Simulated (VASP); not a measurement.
Crystal: Ni.

```
CELL_PARAMETERS angstrom
0.00000 1.76194 1.76194
1.76194 0.00000 1.76194
1.76194 1.76194 0.00000
ATOMIC_POSITIONS crystal
Ni 0.00000 0.00000 0.00000
```

Base run:

```yaml
Program: VASP 6.6.1
Functional: LDA
Potentials_or_basis: VASP PAW LDA potentials, release 64 (Ni)
Cutoff: 520 eV
k_mesh: 16 × 16 × 16
Occupations: fermi-dirac, width 0.1 eV
Spin: collinear spin, ferromagnetic start
Starting_moments: "[1.5] μB"
```

Its results: pressure -17.4 GPa.

Question: The run is repeated on the same cell with these changes: spin from collinear spin, ferromagnetic start to no spin polarisation; further incar settings from ALGO = Normal; EDIFF = 1e-06; NBANDS = 15 to ALGO = Normal; EDIFF = 1e-07; NBANDS = 11. What comes out?

Answer: Pressure -18.0 GPa.
